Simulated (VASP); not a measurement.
Runs of VASP 6.6.1 on B. The structure is that of space group P6/mmm (No. 191), or close to it. The cells are those of the table. 

```tsv
task	cell	k mesh	cutoff (eV)	gap on the mesh (eV)	pressure (GPa)
single point	a = 2.758, b = 2.758, c = 2.724 Å, angles 90.0, 90.0, 120.0°, 3 atoms	14 × 14 × 12	520	none	(b)
single point	a = 2.953, b = 2.953, c = 2.917 Å, angles 90.0, 90.0, 120.0°, 3 atoms	14 × 14 × 12	520	none	-14.8
single point	a = 2.878, b = 2.878, c = 2.843 Å, angles 90.0, 90.0, 120.0°, 3 atoms	11 × 11 × 15	520	none	-0.2
single point	a = 2.839, b = 2.839, c = 2.804 Å, angles 90.0, 90.0, 120.0°, 3 atoms	14 × 14 × 12	520	none	9.6
relaxation of cell and atoms	relaxed from a = 3.333, b = 3.333, c = 2.043 Å, angles 90.0, 90.0, 120.0°, 3 atoms	11 × 11 × 15	600	none	0.2
single point	a = 2.878, b = 2.878, c = 2.843 Å, angles 90.0, 90.0, 120.0°, 3 atoms	14 × 14 × 12	520	none	(a)
single point	a = 2.799, b = 2.799, c = 2.765 Å, angles 90.0, 90.0, 120.0°, 3 atoms	14 × 14 × 12	520	none	21.3
```

Alike in all rows: level RPBE; potentials or basis VASP PAW PBE potentials, release 64 (B); no spin polarisation; smearing fermi-dirac 0.1 eV.

Task: Estimate the missing entries.

Result: (a) -0.1; (b) 35.5.

Caveats: the PAW data sets were made with another functional, which shifts forces and pressure a little.

A gap of «none» marks levels without a gap at the run's occupations.
